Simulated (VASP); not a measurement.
# NiO (Fm-3m) in VASP: a series of runs

NiO is run at these levels: PBE+U, PBEsol+U, PBE+D3(BJ)+U, PBE+D4+U; tasks: single point, relaxation of cell and atoms.

Program: VASP 6.6.1. These are calculated values, not measurements. Logs are shortened: lines on timing, memory, paths and dates and some standing lists are left out, and cuts for length are marked.

## (1) The cell of the first run

Symmetry: Fm-3m, No. 225, cubic system. Conventional cell: a = 4.172 Å, b = 4.172 Å, c = 4.172 Å, α = 90.00°, β = 90.00°, γ = 90.00°. Ni (site symmetry m-3m) has 6 O at 2.09 Å within 2.8 Å. Within 2.8 Å of O (site symmetry m-3m) lie 6 Ni at 2.09 Å.

## (2) Single point, PBE+U, collinear spin, ferromagnetic start

Input file INCAR:

```
SYSTEM = NiO
PREC     = Accurate       ! precision mode
ENCUT    = 700            ! plane-wave cutoff, eV
EDIFF    = 1E-6           ! SCF threshold, eV
ISMEAR   = -1             ! smearing method
SIGMA    = 0.05           ! smearing width, eV
LREAL    = .False.        ! projectors in reciprocal space
LASPH    = .True.         ! aspherical terms in the spheres
NELM     = 200            ! most SCF steps
ALGO     = Normal         ! electronic algorithm
ISIF     = 2              ! what is computed and relaxed
LWAVE    = .False.        ! write WAVECAR
LCHARG   = .False.        ! write CHGCAR
ISPIN    = 2              ! spin polarisation
MAGMOM   = 1 0            ! initial moments
LORBIT   = 11             ! projections on sites
LMAXMIX  = 4              ! l up to which the mixer works
LDAU     = .True.         ! DFT+U
LDAUTYPE = 2            
LDAUL    = 2 -1           ! shell
LDAUU    = 1 0            ! U, eV
LDAUJ    = 0 0          
LDAUPRINT= 1            
GGA      = PE             ! functional
NBANDS   = 23             ! bands
GGA_COMPAT= .False.
```

Input file KPOINTS:

```
Automatic mesh
0
Gamma
  11 11 11
  0 0 0
```

Input file POSCAR:

```
NiO
1.0
    0.0000000000      2.0859016414      2.0859016414
    2.0859016414      0.0000000000      2.0859016414
    2.0859016414      2.0859016414      0.0000000000
Ni O
1 1
Direct
    0.0000000000      0.0000000000      0.0000000000
    0.5000000000      0.5000000000      0.5000000000
```

Potentials or basis: VASP PAW PBE potentials, release 64 (Ni_sv_GW, O).

On the command line:

```console
$ cat potpaw_PBE.64/Ni_sv_GW/POTCAR potpaw_PBE.64/O/POTCAR > POTCAR
$ mpirun -np 1 vasp_std > vasp.out
```

OUTCAR:

```text
SYSTEM = NiO
   PREC = Accurate
   ENCUT = 700
   EDIFF = 1E-6
   ISMEAR = -1
   LREAL = .False.
   LASPH = .True.
   NELM = 200
   ISIF = 2
   ISPIN = 2
   LORBIT = 11
   GGA = PE

 ion  position               nearest neighbor table
   1  0.000  0.000  0.000-   2 2.09   2 2.09   2 2.09   2 2.09   2 2.09   2 2.09
   2  0.500  0.500  0.500-   1 2.09   1 2.09   1 2.09   1 2.09   1 2.09   1 2.09

  LATTYP: Found a face centered cubic cell.
 ALAT       =     4.1718032828

  Lattice vectors:

 A1 = (   0.0000000000,   2.0859016414,   2.0859016414)
 A2 = (   2.0859016414,   0.0000000000,   2.0859016414)
 A3 = (   2.0859016414,   2.0859016414,   0.0000000000)

Analysis of symmetry for initial positions (statically):
=====================================================================
 Subroutine PRICEL returns:
 Original cell was already a primitive cell.

 Routine SETGRP: Setting up the symmetry group for a
 face centered cubic supercell.

 Subroutine GETGRP returns: Found 48 space group operations
 (whereof 48 operations were pure point group operations)
 out of a pool of 48 trial point group operations.

The static configuration has the point symmetry O_h .

Analysis of symmetry for dynamics (positions and initial velocities):
=====================================================================
 Subroutine PRICEL returns:
 Original cell was already a primitive cell.

 Routine SETGRP: Setting up the symmetry group for a
 face centered cubic supercell.

 Subroutine GETGRP returns: Found 48 space group operations
 (whereof 48 operations were pure point group operations)
 out of a pool of 48 trial point group operations.

The dynamic configuration has the point symmetry O_h .

Analysis of structural, dynamic, and magnetic symmetry:
[... 175 lines left out ...]
  o =  0.1691  v =  0.0000  0.0000  0.0000  0.0000  0.0000  0.0000 -0.0000  0.0088  0.0000 -1.0000      0.0000  0.0000  0.0000  0.0000  0.0000  0.0000  0.0000  0.0000  0.0000  0.0000
  o =  0.1691  v =  0.0000  0.0000  0.0000  0.0000  0.0000  0.0000 -0.0000  1.0000 -0.0000  0.0088      0.0000  0.0000  0.0000  0.0000  0.0000  0.0000  0.0000  0.0000  0.0000  0.0000
  o =  0.9145  v =  0.0000  0.0000  0.0000  0.0000  0.0000  0.0000 -0.9998 -0.0000  0.0207  0.0000      0.0000  0.0000  0.0000  0.0000  0.0000  0.0000  0.0000  0.0000  0.0000  0.0000
  o =  0.9145  v =  0.0000  0.0000  0.0000  0.0000  0.0000  0.0000  0.0207  0.0000  0.9998  0.0000      0.0000  0.0000  0.0000  0.0000  0.0000  0.0000  0.0000  0.0000  0.0000  0.0000
  o =  0.9145  v =  0.0000  0.0000  0.0000  0.0000  0.0000  1.0000  0.0000  0.0000  0.0000  0.0000      0.0000  0.0000  0.0000  0.0000  0.0000  0.0000  0.0000  0.0000  0.0000  0.0000
  o =  0.9266  v =  0.0000 -0.9999  0.0000  0.0125  0.0000  0.0000  0.0000  0.0000  0.0000  0.0000      0.0000  0.0000  0.0000  0.0000  0.0000  0.0000  0.0000  0.0000  0.0000  0.0000
  o =  0.9266  v =  1.0000  0.0000  0.0000  0.0000  0.0000  0.0000  0.0000  0.0000  0.0000  0.0000      0.0000  0.0000  0.0000  0.0000  0.0000  0.0000  0.0000  0.0000  0.0000  0.0000
  o =  0.9266  v =  0.0000  0.0125 -0.0000  0.9999  0.0000  0.0000  0.0000  0.0000  0.0000  0.0000      0.0000  0.0000  0.0000  0.0000  0.0000  0.0000  0.0000  0.0000  0.0000  0.0000
  o =  0.9606  v =  0.0000  0.0000  0.9938 -0.0000  0.1116  0.0000  0.0000  0.0000  0.0000  0.0000      0.0000  0.0000  0.0000  0.0000  0.0000  0.0000  0.0000  0.0000  0.0000  0.0000
  o =  0.9606  v =  0.0000 -0.0000  0.1116  0.0000 -0.9938  0.0000  0.0000  0.0000  0.0000  0.0000      0.0000  0.0000  0.0000  0.0000  0.0000  0.0000  0.0000  0.0000  0.0000  0.0000

 number of electron      24.0000003 magnetization       1.9798892

 Free energy of the ion-electron system (eV)
  ---------------------------------------------------
  ext. energy  EPLUGINS =         0.00000000
  ---------------------------------------------------
  free energy    TOTEN  =       -11.99307221 eV

  energy without entropy =      -11.99104016  energy(sigma->0) =      -11.99205618

 E-fermi :   7.0383     XC(G=0): -13.0645

 val. band max:        7.0171088951   @ k =   0.1818   0.1818   0.0000
 cond. band min:       7.1419398787   @ k =   0.2727   0.2727   0.0000
 fundamental gap:      0.1248309836
 Fermi energy:         7.0382620730

 spin component 1

 k-point     1 :       0.0000    0.0000    0.0000
  band No.  band energies     occupation
      1     -97.6242      1.00000
      2     -57.9956      1.00000
      3     -57.9956      1.00000
      4     -57.9956      1.00000
      5     -13.2663      1.00000
      6       3.1727      1.00000
[... 1241 lines left out ...]
     22      38.2945      0.00000
     23      39.0721      0.00000

 [... further k-points ...]

------------------------ aborting loop because EDIFF is reached ----------------------------------------

  FORCE on cell =-STRESS in cart. coord.  units (eV):
  Direction    XX          YY          ZZ          XY          YZ          ZX
  --------------------------------------------------------------------------------------
  -------------------------------------------------------------------------------------
  Total        0.9316052      0.9316052      0.9316052      0.0000000      0.0000000     -0.0000000
  in kB       82.2301378     82.2301378     82.2301378      0.0000000      0.0000000     -0.0000000
  external PRESSURE =      82.2301378 kB  Pullay stress =       0.0000000 kB

 VOLUME and BASIS-vectors are now :
 -----------------------------------------------------------------------------
  energy-cutoff  :      700.00
  volume of cell :       18.15
      direct lattice vectors                 reciprocal lattice vectors
     0.000000000  2.085901641  2.085901641    -0.239704495  0.239704495  0.239704495
     2.085901641  0.000000000  2.085901641     0.239704495 -0.239704495  0.239704495
     2.085901641  2.085901641  0.000000000     0.239704495  0.239704495 -0.239704495

 POSITION                                       TOTAL-FORCE (eV/Angst)
 -----------------------------------------------------------------------------------
      0.00000      0.00000      0.00000        -0.000000     -0.000000     -0.000000
      2.08590      2.08590      2.08590         0.000000      0.000000      0.000000
 -----------------------------------------------------------------------------------
    total drift:                               -0.000000      0.000000      0.000000

  FREE ENERGIE OF THE ION-ELECTRON SYSTEM (eV)
  ---------------------------------------------------
  free  energy   TOTEN  =       -11.9930722132 eV

  energy  without entropy=      -11.9910401563  energy(sigma->0) =      -11.99205618

 total charge

# of ion       s       p       d       f       tot
--------------------------------------------------
    1        2.155   6.220   7.756   0.010  16.140
    2        1.548   3.459   0.000   0.000   5.007
--------------------------------------------------
tot          3.703   9.679   7.756   0.010  21.147

 magnetization (x)

# of ion       s       p       d       f       tot
--------------------------------------------------
    1        0.009   0.013   1.617   0.001   1.640
    2        0.029   0.264   0.000   0.000   0.293
--------------------------------------------------
tot          0.038   0.277   1.617   0.001   1.934
```

stdout:

```text
POSCAR found type information on POSCAR NiO
 POSCAR found :  2 types and       2 ions
 scaLAPACK will be used
 LDA part: xc-table for (Slater+PW92), standard interpolation
 POSCAR, INCAR and KPOINTS ok, starting setup
 FFT: planning ... GRIDC
 FFT: planning ... GRID_SOFT
 FFT: planning ... GRID
 WAVECAR not read
 entering main loop
```

It took 59 s on 1 thread of Intel Xeon 6975P-C (Granite Rapids), shared host; peak memory 0.23 GiB.

Results:

```yaml
Free_energy: -11.9931 eV
Pressure: 8.2 GPa
Band_gap_on_the_k_mesh: zero (filled and empty bands overlap)
Net_moment: 1.98 μB per cell
Site_moments: Ni +1.64; O +0.29 μB
Valence_electrons_inside_the_program's_atomic_spheres: Ni 16.14; O 5.01
```

Eigenvalues of the final occupation matrices:
```csv
site,spin,trace,eigenvalues
site 1 d,1,4.70,0.93 0.93 0.93 0.96 0.96
site 1 d,2,3.08,0.17 0.17 0.91 0.91 0.91
```

Caveat: the cell stands under pressure; a cell with one magnetic atom can't hold antiferromagnetic order, which such compounds often take.

## (3) Single point, PBEsol+U, collinear spin, ferromagnetic start

Input file INCAR:

```
ALGO = Normal
EDIFF = 1E-6
ENCUT = 700
GGA = PS
GGA_COMPAT = False
ISIF = 2
ISMEAR = -1
ISPIN = 2
LASPH = True
LCHARG = True
LDAU = True
LDAUJ = 0 0
LDAUL = 2 -1
LDAUPRINT = 1
LDAUTYPE = 2
LDAUU = 4 0
LELF = True
LMAXMIX = 4
LORBIT = 11
LREAL = False
LVHAR = True
LWAVE = False
MAGMOM = 1 0
NBANDS = 23
NELM = 200
PREC = Accurate
SIGMA = 0.05
```

Input file KPOINTS:

```
k-points
0
Gamma
  11 11 11
```

POSCAR is that of step 2.

Potentials or basis: VASP PAW PBE potentials, release 64 (Ni_sv_GW, O).

On the command line:

```console
$ cat potpaw_PBE.64/Ni_sv_GW/POTCAR potpaw_PBE.64/O/POTCAR > POTCAR
$ mpirun -np 1 vasp_std > vasp.out
```

Wall time 1.7 min (1 thread of Intel Xeon Platinum 8259CL at 2.50GHz (Skylake/Cascade Lake), shared host); peak memory 0.22 GiB.

Results (log left out):

| Quantity | Value |
| --- | --- |
| Free energy | -11.7081 eV |
| Pressure | -0.2 GPa |
| Band gap on the k mesh | 1.29 eV (least direct gap 2.11 eV) |
| Net moment | 2.00 μB per cell |
| Site moments | Ni +1.73; O +0.23 μB |
| Valence electrons inside the program's atomic spheres | Ni 16.13; O 5.00 |

Levels at points of the mesh, in eV from the valence-band top:
Spin up:
| k point | band 9 | band 10 | band 11 | band 12 | band 13 | band 14 | band 15 | band 16 | band 17 | band 18 |
| --- | --- | --- | --- | --- | --- | --- | --- | --- | --- | --- |
| (0.00, 0.00, 0.00) | -3.93 | -3.93 | -2.19 | -2.19 | -2.19 | 2.00 | 18.01 | 18.76 | 18.76 | 18.76 |
Spin down:
```
           k point  band 7  band 8  band 9  band 10  band 11  band 12  band 13  band 14  band 15  band 16
(0.00, 0.00, 0.00)   -2.84   -2.84   -1.74    -1.74    -1.74     1.29     1.29     2.37    17.96    19.04
```

Eigenvalues of the final occupation matrices:
| site | spin | trace | eigenvalues |
| --- | --- | --- | --- |
| site 1 d | 1 | 4.73 | 0.93 0.93 0.93 0.97 0.97 |
| site 1 d | 2 | 3.02 | 0.13 0.13 0.92 0.92 0.92 |

Caveat: the PAW data sets were made with another functional, which shifts forces and pressure a little; an odd mesh through Γ misses points on the zone boundary, where band edges can lie; a cell with one magnetic atom can't hold antiferromagnetic order, which such compounds often take. The state reached can hang on the start; a lower one may exist.

## (4) Relaxation of cell and atoms, PBE+D3(BJ)+U, collinear spin, ferromagnetic start

Input file INCAR:

```
ALGO = Normal
EDIFF = 1E-7
EDIFFG = -0.01
ENCUT = 700
GGA = PE
GGA_COMPAT = F
IBRION = 2
ISIF = 3
ISMEAR = 0
ISPIN = 2
IVDW = 12
LASPH = T
LCHARG = F
LDAU = T
LDAUJ = 0 0
LDAUL = 2 -1
LDAUPRINT = 1
LDAUTYPE = 2
LDAUU = 8 0
LMAXMIX = 4
LORBIT = 11
LREAL = F
LWAVE = F
MAGMOM = -0.97 0
NELM = 200
NELMIN = 4
NSW = 60
PREC = Accurate
SIGMA = 0.1
```

KPOINTS is that of step 3.

POSCAR is that of step 3.

On the command line:

```console
$ cat potpaw_PBE.64/Ni_sv_GW/POTCAR potpaw_PBE.64/O/POTCAR > POTCAR
$ mpirun -np 1 vasp_std > vasp.out
```

Wall time 3.6 min (1 thread of Intel Xeon Platinum 8259CL at 2.50GHz (Skylake/Cascade Lake), shared host); peak memory 0.23 GiB.

Results (log left out):

| Item | Value |
| --- | --- |
| Free energy | -10.2537 eV |
| Relaxed volume | 9.44 Å³/atom |
| Relaxed cell | a = 2.989 Å, b = 2.989 Å, c = 2.989 Å, α = 60.00°, β = 60.00°, γ = 60.00° |
| Space group after relaxing (to 0.1 Å) | Fm-3m (No. 225) |
| Energy gained by relaxing | 10.1 meV/atom |
| Ionic steps | 3 |
| Pressure after relaxing | -0.1 GPa |
| Band gap on the k mesh | 2.34 eV (least direct gap 3.42 eV) |
| Net moment | -2.00 μB per cell |
| Site moments | Ni -1.83; O -0.14 μB |
| Valence electrons inside the program's atomic spheres | Ni 16.09; O 5.04 |
| Dispersion energy per atom | -0.258 eV |

Step by step:
| step | energy change (eV) | largest force (eV/Å) | pressure (GPa) | volume (Å³) |
| --- | --- | --- | --- | --- |
| 1 | 0.0000 | 0.0000 | 9.35 | 18.15 |
| 2 | -0.0040 | 0.0000 | -7.02 | 19.58 |
| 3 | -0.0201 | 0.0000 | -0.05 | 18.88 |

Final structure:
```
CELL_PARAMETERS angstrom
0.00000 2.11336 2.11336
2.11336 0.00000 2.11336
2.11336 2.11336 0.00000
ATOMIC_POSITIONS crystal
Ni 0.00000 0.00000 0.00000
O 0.50000 0.50000 0.50000
```

Levels at points of the mesh, in eV from the valence-band top:
Spin up:
| k point | band 7 | band 8 | band 9 | band 10 | band 11 | band 12 | band 13 | band 14 | band 15 | band 16 |
| --- | --- | --- | --- | --- | --- | --- | --- | --- | --- | --- |
| (0.00, 0.00, 0.00) | -4.05 | -4.05 | -1.09 | -1.09 | -1.09 | 2.67 | 3.79 | 3.79 | 18.46 | 18.89 |
Spin down:
```
           k point  band 10  band 11  band 12  band 13  band 14  band 15  band 16
(0.00, 0.00, 0.00)    -5.12    -1.35    -1.35    -1.35     2.34    18.52    18.67
```

Eigenvalues of the final occupation matrices:
| site | spin | trace | eigenvalues |
| --- | --- | --- | --- |
| site 1 d | 1 | 2.96 | 0.08 0.08 0.94 0.94 0.94 |
| site 1 d | 2 | 4.77 | 0.94 0.94 0.94 0.97 0.97 |

Caveat: an odd mesh through Γ misses points on the zone boundary, where band edges can lie; a cell with one magnetic atom can't hold antiferromagnetic order, which such compounds often take. The state reached can hang on the start; a lower one may exist.

(Continued in part 2 of 2.)

The gap in the log of VASP goes by the Fermi energy; the results here count the filled bands.